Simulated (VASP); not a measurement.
# SnO (zincblende type) (F-43m) in VASP: a series of runs

SnO (zincblende type) is run at these levels: PBE; tasks: relaxation of cell and atoms, single point.

Program: VASP 6.6.1. These are calculated values, not measurements. Logs are shortened: lines on timing, memory, paths and dates and some standing lists are left out, and cuts for length are marked.

**1. The cell of the first run**

It takes space group F-43m (No. 216, cubic). Conventional cell: a = 4.557 Å, b = 4.557 Å, c = 4.557 Å, α = 90.00°, β = 90.00°, γ = 90.00°. Within 2.6 Å of Sn (site symmetry -43m) lie 4 O at 1.97 Å. O (site symmetry -43m) has 4 Sn at 1.97 Å within 2.6 Å.

**2. Relaxation of cell and atoms, PBE**

INCAR

```
SYSTEM = SnO
  PREC = Accurate
  ENCUT = 600
  EDIFF = 1E-6
  ISMEAR = -1
  SIGMA = 0.08
  LREAL = .FALSE.
  LASPH = .TRUE.
  NELM = 60
  ALGO = Normal
  ISIF = 3
  LWAVE = .FALSE.
  LCHARG = .FALSE.
  GGA = PE
  IBRION = 2
  NSW = 100
  EDIFFG = -0.005
```

KPOINTS

```
Automatic mesh
0
G
  12 12 12
  0 0 0
```

POSCAR

```
SnO
1.0
    0.0000000000      2.2784552067      2.2784552067
    2.2784552067      0.0000000000      2.2784552067
    2.2784552067      2.2784552067      0.0000000000
Sn O
1 1
Direct
    0.0000000000      0.0000000000      0.0000000000
    0.2500000000      0.2500000000      0.2500000000
```

Potentials or basis: VASP PAW PBE potentials, release 64 (Sn_d, O).

Run with:

```sh
> cat potpaw_PBE.64/Sn_d/POTCAR potpaw_PBE.64/O/POTCAR > POTCAR
> mpirun -np 1 vasp_std > vasp.out
```

OUTCAR:

```text
SYSTEM = SnO
   PREC = Accurate
   ENCUT = 600
   EDIFF = 1E-6
   ISMEAR = -1
   LREAL = .FALSE.
   LASPH = .TRUE.
   NELM = 60
   ISIF = 3
   GGA = PE
   IBRION = 2
   NSW = 100
   EDIFFG = -0.005

 ion  position               nearest neighbor table
   1  0.000  0.000  0.000-   2 1.97   2 1.97   2 1.97   2 1.97
   2  0.250  0.250  0.250-   1 1.97   1 1.97   1 1.97   1 1.97

  LATTYP: Found a face centered cubic cell.
 ALAT       =     4.5569104134

  Lattice vectors:

 A1 = (   0.0000000000,   2.2784552067,   2.2784552067)
 A2 = (   2.2784552067,   0.0000000000,   2.2784552067)
 A3 = (   2.2784552067,   2.2784552067,   0.0000000000)

Analysis of symmetry for initial positions (statically):
[... 5 lines left out ...]
 face centered cubic supercell.

 Subroutine GETGRP returns: Found 24 space group operations
 (whereof 24 operations were pure point group operations)
 out of a pool of 48 trial point group operations.

The static configuration has the point symmetry T_d .

Analysis of symmetry for dynamics (positions and initial velocities):
[... 5 lines left out ...]
 face centered cubic supercell.

 Subroutine GETGRP returns: Found 24 space group operations
 (whereof 24 operations were pure point group operations)
 out of a pool of 48 trial point group operations.

The dynamic configuration has the point symmetry T_d .

 Subroutine INISYM returns: Found 24 space group operations
 (whereof 24 operations are pure point group operations),
 and found     1 'primitive' translations

----------------------------------------------------------------------------------------

                                     Primitive cell

  volume of cell :      23.6566

  direct lattice vectors                    reciprocal lattice vectors
     0.000000000  2.278455207  2.278455207    -0.219446930  0.219446930  0.219446930
     2.278455207  0.000000000  2.278455207     0.219446930 -0.219446930  0.219446930
     2.278455207  2.278455207  0.000000000     0.219446930  0.219446930 -0.219446930

  length of vectors
     3.222222255  3.222222255  3.222222255     0.380093232  0.380093232  0.380093232

  position of ions in fractional coordinates (direct lattice)
     0.000000000  0.000000000  0.000000000
     0.250000000  0.250000000  0.250000000

  ion indices of the primitive-cell ions
   primitive index   ion index
                 1           1
                 2           2

----------------------------------------------------------------------------------------

 KPOINTS: Automatic mesh

Automatic generation of k-mesh.
 Grid dimensions read from file:
 generate k-points for:   12   12   12

 Generating k-lattice:

  Cartesian coordinates                     Fractional coordinates (reciprocal lattice)
    -0.018287244  0.018287244  0.018287244     0.083333333  0.000000000  0.000000000
     0.018287244 -0.018287244  0.018287244     0.000000000  0.083333333  0.000000000
     0.018287244  0.018287244 -0.018287244     0.000000000  0.000000000  0.083333333

  Length of vectors
     0.031674436  0.031674436  0.031674436

  Shift w.r.t. Gamma in fractional coordinates (k-lattice)
     0.000000000  0.000000000  0.000000000

 Subroutine IBZKPT returns following result:
 ===========================================

 Found     72 irreducible k-points:

 Following reciprocal coordinates:
            Coordinates               Weight
  0.000000  0.000000  0.000000      1.000000
  0.083333  0.000000  0.000000      8.000000
  0.166667  0.000000  0.000000      8.000000
  0.250000  0.000000  0.000000      8.000000
  0.333333  0.000000  0.000000      8.000000
  0.416667  0.000000  0.000000      8.000000
[... 16 lines left out ...]
  0.500000  0.166667  0.000000     24.000000
 -0.416667  0.166667  0.000000     24.000000
 [... further k-points ...]
   k-points           NKPTS =     72   k-points in BZ     NKDIM =     72   number of bands    NBANDS=     14
   number of dos      NEDOS =    301   number of ions     NIONS =      2
   total plane-waves  NPLWV =  21952
   dimension x,y,z NGX =    28 NGY =   28 NGZ =   28
   dimension x,y,z NGXF=    56 NGYF=   56 NGZF=   56
   ions per type =               1   1
   NGX,Y,Z   is equivalent  to a cutoff of  14.45, 14.45, 14.45 a.u.
   NGXF,Y,Z  is equivalent  to a cutoff of  28.89, 28.89, 28.89 a.u.
 SYSTEM =  SnO
   PREC   = accura    normal or accurate (medium, high low for compatibility)
   ISTART =      0    job   : 0-new  1-cont  2-samecut
   ICHARG =      2    charge: 1-file 2-atom 10-const
   ISPIN  =      1    spin polarized calculation?
   LNONCOLLINEAR =      F non collinear calculations
   LSORBIT =      F    spin-orbit coupling
   LASPH  =      T    aspherical Exc in radial PAW
   ENCUT  =  600.0 eV  44.10 Ry    6.64 a.u.   6.44  6.44  6.44*2*pi/ulx,y,z
   NELM   =     60;   NELMIN=  2; NELMDL= -5     # of ELM steps
   EDIFF  = 0.1E-05   stopping-criterion for ELM
   LREAL  =      F    real-space projection
   EDIFFG = -.5E-02   stopping-criterion for IOM
   NSW    =    100    number of steps for IOM
   IBRION =      2    ionic relax: 0-MD 1-quasi-New 2-CG
   NFREE  =      1    steps in history (QN), initial steepest desc. (CG)
   ISIF   =      3    stress and relaxation
   ISYM   =      2    0-nonsym 1-usesym 2-fastsym
   POTIM  = 0.5000    time-step for ionic-motion
   TEBEG  =    0.0;   TEEND  =   0.0 temperature during run
   PSTRESS=    0.0 pullay stress
   NELECT =      20.0000    total number of electrons
   NUPDOWN=      -1.0000    fix difference up-down
   EMIN   =  10.00;   EMAX   =-10.00  energy-range for DOS
   EFERMI =   0.00;   METHOD = LEGACY
   ISMEAR =    -1;   SIGMA  =   0.08  broadening in eV -4-tet -1-fermi 0-gaus
   EFERMI_NEDOS =   21; number of points for ismear=-14 and -15
   IALGO  =     38    algorithm
   IMIX   =      4    mixing-type and parameters
     AMIX     =   0.40;   BMIX     =  1.00
     AMIX_MAG =   1.60;   BMIX_MAG =  1.00
  volume/ion in A,a.u.               =      11.83        79.82
  Fermi-wavevector in a.u.,A,eV,Ry     =   1.547988  2.925274 32.603202  2.396268
  Thomas-Fermi vector in A             =   2.653003
   LORBIT       =      0    0 simple, 1 ext, 2 COOP (PROOUT), +10 PAW based schemes
   GGA     = PE    functional components
   LHFCALC =     F    Hartree Fock is set to
   AEXX    =    0.0000 exact exchange contribution
   IVDW    =     0    specifies the selected vdW correction
   LEPSILON=     F    determine dielectric tensor
   LRPA    =     F    only Hartree local field effects (RPA)
 conjugate gradient relaxation of ions
 non-spin polarized calculation
  energy-cutoff  :      600.00
  volume of cell :       23.66
 maximum number of plane-waves:       817
 NGX is ok and might be reduce to    28
   NGX = 13   NGY = 13   NGZ = 13

--------------------------------------- Ionic step        1  -------------------------------------------

 number of electron      20.0000003 magnetization

 Free energy of the ion-electron system (eV)
  ---------------------------------------------------
  ext. energy  EPLUGINS =         0.00000000
  ---------------------------------------------------
  free energy    TOTEN  =        -7.12515029 eV

  energy without entropy =       -7.12159691  energy(sigma->0) =       -7.12337360

 E-fermi :  14.5636     XC(G=0): -12.5035

 val. band max:       14.3561139831   @ k =  -0.3333   0.3333   0.1667
 cond. band min:      14.7792172813   @ k =  -0.3333   0.3333   0.0000
 fundamental gap:      0.4231032981
 Fermi energy:        14.5635807178

 k-point     1 :       0.0000    0.0000    0.0000
  band No.  band energies     occupation
      1     -10.6269      2.00000
      2      -9.5331      2.00000
      3      -9.5331      2.00000
      4      -9.5331      2.00000
      5      -9.1240      2.00000
      6      -9.1240      2.00000
      7       7.0258      2.00000
      8       7.2326      2.00000
      9       7.2326      2.00000
     10       7.2326      2.00000
     11      20.0807      0.00000
     12      20.0807      0.00000
     13      20.0807      0.00000
     14      26.9295      0.00000
[... 974 lines left out ...]
 POSITION                                       TOTAL-FORCE (eV/Angst)
 -----------------------------------------------------------------------------------
      0.00000      0.00000      0.00000         0.000000      0.000000      0.000000
      1.35874      1.35874      1.35874        -0.000000     -0.000000     -0.000000
 -----------------------------------------------------------------------------------
    total drift:                               -0.000000     -0.000000     -0.000000

  FREE ENERGIE OF THE ION-ELECTRON SYSTEM (eV)
  ---------------------------------------------------
  free  energy   TOTEN  =       -10.4099821365 eV

  energy  without entropy=      -10.4010685975  energy(sigma->0) =      -10.40552537

--------------------------------------- Ionic step        6  -------------------------------------------

 number of electron      19.9999999 magnetization

 Free energy of the ion-electron system (eV)
  ---------------------------------------------------
  ext. energy  EPLUGINS =         0.00000000
  ---------------------------------------------------
  free energy    TOTEN  =       -10.40999395 eV

  energy without entropy =      -10.40108969  energy(sigma->0) =      -10.40554182

 E-fermi :   5.9709     XC(G=0):  -9.6013

 val. band max:        5.9635835638   @ k =  -0.3333   0.5000   0.1667
 cond. band min:       5.9871602609   @ k =   0.5000   0.4167   0.0000
 fundamental gap:      0.0235766971
 Fermi energy:         5.9708907934

 k-point     1 :       0.0000    0.0000    0.0000
  band No.  band energies     occupation
      1     -15.7548      2.00000
      2     -15.7548      2.00000
      3     -15.7548      2.00000
      4     -15.7119      2.00000
      5     -15.7119      2.00000
      6     -12.8888      2.00000
      7      -0.3030      2.00000
      8       2.3749      2.00000
      9       2.3749      2.00000
     10       2.3749      2.00000
     11      10.4352      0.00000
     12      10.4352      0.00000
     13      10.4352      0.00000
     14      14.9680      0.00000
[... 413 lines left out ...]
 POSITION                                       TOTAL-FORCE (eV/Angst)
 -----------------------------------------------------------------------------------
      0.00000      0.00000      0.00000        -0.000000     -0.000000     -0.000000
      1.35921      1.35921      1.35921         0.000000      0.000000      0.000000
 -----------------------------------------------------------------------------------
    total drift:                               -0.000000     -0.000000     -0.000000

  FREE ENERGIE OF THE ION-ELECTRON SYSTEM (eV)
  ---------------------------------------------------
  free  energy   TOTEN  =       -10.4099939485 eV

  energy  without entropy=      -10.4010896946  energy(sigma->0) =      -10.40554182

 reached required accuracy - stopping structural energy minimisation
```

Run time: 92 s. Hardware: 1 thread of AMD EPYC 9R45 (Zen 5), shared host; peak memory 0.15 GiB.

What came out:

```
Free energy                            : -10.4100 eV
Relaxed volume                         : 20.09 Å³/atom
Relaxed cell                           : a = 3.844 Å, b = 3.844 Å, c = 3.844 Å, α = 60.00°, β = 60.00°, γ = 60.00°
Space group after relaxing (to 0.05 Å) : F-43m (No. 216)
Energy gained by relaxing              : 1642.4 meV/atom
Ionic steps                            : 6
Pressure after relaxing                : 0.0 GPa
Band gap on the k mesh                 : zero (band 10 reaches 6.01 eV, above the bottom of band 11 at 5.82 eV)
```

The path:
```csv
step,energy change (eV),largest force (eV/Å),pressure (GPa),volume (Å³)
1,0.0000,0.0000,98.56,23.66
2,-1.9907,0.0000,-19.12,58.34
3,-3.2846,0.0000,0.30,39.98
4,-3.2846,0.0000,-0.35,40.37
5,-3.2848,0.0000,0.08,40.14
6,-3.2848,0.0000,0.01,40.18
```

Final structure:
```xyz
2
Lattice="0.0000 2.7184 2.7184 2.7184 0.0000 2.7184 2.7184 2.7184 0.0000" Properties=species:S:1:pos:R:3 pbc="T T T"
Sn    0.0000    0.0000    0.0000
O     1.3592    1.3592    1.3592
```

Levels at points of the mesh, in eV from the Fermi level:
```csv
k point,band 6,band 7,band 8,band 9,band 10,band 11,band 12,band 13,band 14
"(0.00, 0.00, 0.00)",-18.86,-6.27,-3.60,-3.60,-3.60,4.46,4.46,4.46,9.00
"(0.50, 0.00, 0.00)",-18.27,-7.92,-4.02,-4.02,-2.37,1.68,4.60,4.60,8.53
"(0.50, 0.50, 0.00)",-18.10,-7.74,-4.76,-4.76,-0.59,-0.15,5.21,5.21,5.45
```

Caveat: the volume moved by over 15 % at a fixed basis, so the end points are rough; spin-orbit coupling is left out, which moves the levels of the heavy elements.

**3. Single point, PBE (volume scaled by 0.96)**

INCAR

```
SYSTEM = SnO
ALGO     = Normal         ! electronic algorithm
EDIFF    = 1E-6           ! SCF threshold, eV
ENCUT    = 520            ! plane-wave cutoff, eV
GGA      = PE             ! functional
ISIF     = 2              ! what is computed and relaxed
ISMEAR   = -1             ! smearing method
LASPH    = .TRUE.         ! aspherical terms in the spheres
LCHARG   = .TRUE.         ! write CHGCAR
LELF     = .TRUE.         ! ELF
LREAL    = .FALSE.        ! projectors in reciprocal space
LVHAR    = .TRUE.       
LWAVE    = .FALSE.        ! write WAVECAR
NBANDS   = 17             ! bands
NELM     = 60             ! most SCF steps
PREC     = Accurate       ! precision mode
SIGMA    = 0.08           ! smearing width, eV
```

KPOINTS

```
k-points
0
G
  12 12 12
  0 0 0
```

POSCAR

```
SnO
1.0
    0.0000000000      2.7005951184      2.7005951184
    2.7005951184      0.0000000000      2.7005951184
    2.7005951184      2.7005951184      0.0000000000
Sn O
1 1
Direct
    0.0000000000      0.0000000000      0.0000000000
    0.2500000000      0.2500000000      0.2500000000
```

Potentials or basis: VASP PAW PBE potentials, release 64 (Sn_d, O).

Run with:

```sh
> cat potpaw_PBE.64/Sn_d/POTCAR potpaw_PBE.64/O/POTCAR > POTCAR
> mpirun -np 1 vasp_std > vasp.out
```

Wall time 33 s (1 thread of Intel Xeon 6975P-C, shared host); peak memory 0.19 GiB.

Results (log left out):

```
Free energy            : -10.4467 eV
Pressure               : 2.7 GPa
Band gap on the k mesh : zero (band 10 reaches 6.27 eV, above the bottom of band 11 at 6.09 eV)
```

Levels at points of the mesh, in eV from the Fermi level:
| k point | band 8 | band 9 | band 10 | band 11 | band 12 | band 13 |
| --- | --- | --- | --- | --- | --- | --- |
| (0.00, 0.00, 0.00) | -3.73 | -3.73 | -3.73 | 4.50 | 4.50 | 4.50 |
| (0.50, 0.00, 0.00) | -4.16 | -4.16 | -2.40 | 1.64 | 4.63 | 4.63 |
| (0.50, 0.50, 0.00) | -4.91 | -4.91 | -0.67 | -0.14 | 5.26 | 5.26 |

Caveat: the cell differs from its parent crystal (volume scaled by 0.96); spin-orbit coupling is left out, which moves the levels of the heavy elements.
